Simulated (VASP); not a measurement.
Crystal: LiH.

```
Li H
1.0
     0.00000    2.03675    2.03675
     2.03675    0.00000    2.03675
     2.03675    2.03675    0.00000
Li H
1 1
Direct
  0.00000 0.00000 0.00000
  0.50000 0.50000 0.50000
```

Base run:

| Property | Result |
| --- | --- |
| Program | VASP 6.6.1 |
| Functional | HSE06 |
| Potentials or basis | VASP PAW PBE potentials, release 64 (Li_sv, H) |
| Cutoff | 650 eV |
| k mesh | 8 × 8 × 8 |
| Occupations | gaussian, width 0.01 eV |
| Spin | no spin polarisation |

Its results: band gap on the k mesh 4.00 eV; pressure -2.4 GPa.

The run is repeated on the same cell with these changes: functional from HSE06 to PBE; cutoff from 650 eV to 750 eV; k mesh from 8 × 8 × 8 to 6 × 6 × 6. What comes out?

Band gap on the k mesh 3.01 eV; pressure -1.8 GPa.

Several settings changed at once.

Caveats: some runs use coarse meshes; the PAW data sets were made with another functional, which shifts forces and pressure a little (at least some runs).

A k mesh can miss the band edges.
